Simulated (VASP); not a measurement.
Write the native input for VASP 6.6.1 that does the following.

```
Task                   : single point
Functional             : PBEsol
Potentials or basis    : VASP PAW PBE potentials, release 64 (Mg)
Cutoff                 : 520 eV
k mesh                 : 18 × 18 × 10
Occupations            : gaussian, width 0.15 eV
Spin                   : no spin polarisation
Dipole correction      : no
Further INCAR settings : ALGO = Fast; EDIFF = 1e-07; NBANDS = 9
```

The structure of Mg lies in POSCAR:

```
Mg
1.0
    3.5703145799      0.0000000000      0.0000000000
   -1.7851572899      2.7793106748      0.0000000000
    0.0000000000      0.0000000000      5.2103300000
Mg
2
Direct
    0.3333333333      0.6666666667      0.2500000000
    0.6666666667      0.3333333333      0.7500000000
```

This cell differs from its parent crystal: strain +0.1125 x Voigt [1, 0, 0, 0, 0, 0].

These files were run (other wordings do the same):

INCAR

```
PREC     = Accurate       # precision mode
ENCUT    = 520            # plane-wave cutoff, eV
EDIFF    = 1E-7           # SCF threshold, eV
ISMEAR   = 0              # smearing method
SIGMA    = 0.15           # smearing width, eV
LREAL    = False          # projectors in reciprocal space
LASPH    = True           # aspherical terms in the spheres
NELM     = 80             # most SCF steps
ALGO     = Fast           # electronic algorithm
ISIF     = 2              # what is computed and relaxed
LWAVE    = False          # write WAVECAR
LCHARG   = False          # write CHGCAR
GGA      = PS             # functional
NBANDS   = 9              # bands
```

KPOINTS

```
Automatic mesh
0
Gamma
  18 18 10
```

Potentials or basis: VASP PAW PBE potentials, release 64 (Mg).

Run with:

```sh
$ cat potpaw_PBE.64/Mg/POTCAR > POTCAR
$ mpirun -np 1 vasp_std > vasp.out
```

Results of the run:

* Pressure: -3.7 GPa
* Largest force: 0.075 eV/Å
* Band gap on the k mesh: zero (band 2 reaches 3.17 eV, above the bottom of band 3 at 1.23 eV)

Caveat: the cell differs from its parent crystal (strain +0.1125 x Voigt [1, 0, 0, 0, 0, 0]); the PAW data sets were made with another functional, which shifts forces and pressure a little.

Wall time 3.8 min on 1 thread of Intel(R) Xeon(R) Platinum 8259CL CPU @ 2.50GHz (Skylake/Cascade Lake) (shared host), peak memory 0.36 GiB.
